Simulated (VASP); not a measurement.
**In: single point with LDA**

Crystal: In.

```
In
1.0
     3.27269    0.00000    0.00000
    -1.63634    2.83423    0.00000
     0.00000    0.00000   10.61893
In
4
Cartesian
  0.0000 0.0000 10.6189
  0.0000 0.0000 5.3095
  0.0000 1.8895 2.6547
  1.6363 0.9447 7.9642
```

```yaml
Program: VASP 6.6.1
Task: single point
Functional: LDA
Potentials_or_basis: VASP PAW LDA potentials, release 64 (In_d)
Cutoff: 520 eV
k_mesh: 12 × 12 × 4
Occupations: fermi-dirac, width 0.1 eV
Spin: no spin polarisation
```

```yaml
Pressure: 0.0 GPa
Band_gap_on_the_k_mesh: zero (band 26 reaches 11.73 eV, above the bottom of band 27 at 6.72 eV)
```

Stress tensor (GPa, compression positive):
```
0.01 0.00 0.00
0.00 0.01 0.00
0.00 0.00 0.12
```

Levels at points of the mesh, in eV from the Fermi level:
| k point | band 24 | band 25 | band 26 | band 27 | band 28 | band 29 |
| --- | --- | --- | --- | --- | --- | --- |
| (0.00, 0.00, 0.00) | -4.31 | -3.59 | 3.39 | 3.40 | 8.63 | 8.63 |
| (0.50, 0.00, 0.00) | -3.26 | -3.06 | -3.01 | 0.42 | 0.46 | 1.41 |
| (0.00, 0.00, 0.50) | -6.62 | -0.57 | -0.57 | 7.83 | 7.83 | 8.90 |
| (0.50, 0.00, 0.50) | -4.10 | -1.66 | -1.66 | -1.20 | -1.20 | 3.66 |

Wall time 50 s on 1 thread of Intel(R) Xeon(R) 6975P-C (Granite Rapids) (shared host), peak memory 0.25 GiB.

Caveat: spin-orbit coupling is left out, which moves the levels of the heavy elements.
